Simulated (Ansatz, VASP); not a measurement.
## Mg3SnO in VASP and in Ansatz

```
Sn O Mg
1.0
     4.43226    0.00000    0.00000
     0.00000    4.43226    0.00000
     0.00000    0.00000    4.43226
Sn O Mg
1 1 3
Cartesian
  0.0000 0.0000 0.0000
  2.2161 2.2161 2.2161
  2.2161 2.2161 0.0000
  2.2161 0.0000 2.2161
  0.0000 2.2161 2.2161
```

Alike in both runs: task single point; functional PBE; k mesh 6 × 6 × 6; occupations fermi-dirac, width 0.02 eV; no spin polarisation.

|  | VASP | Ansatz |
| --- | --- | --- |
| version | VASP 6.6.1 | Ansatz 0.2.0 |
| potentials or method | VASP PAW PBE potentials, release 64 (Sn_d, O, Mg) | plane waves, PAW |
| plane-wave cutoff (eV) | 520 | 420 |
| valence electrons in the cell | 26 | 50 |

```tsv
	VASP	Ansatz	Ansatz less VASP
pressure (GPa)	-2.2	-1.9	+0.30
```

With one functional, cell and mesh, what is left measures potentials, basis and numerics. VASP's potentials hold 26 valence electrons a cell and Ansatz's 50, so a difference there can come from the potentials and not from the codes.
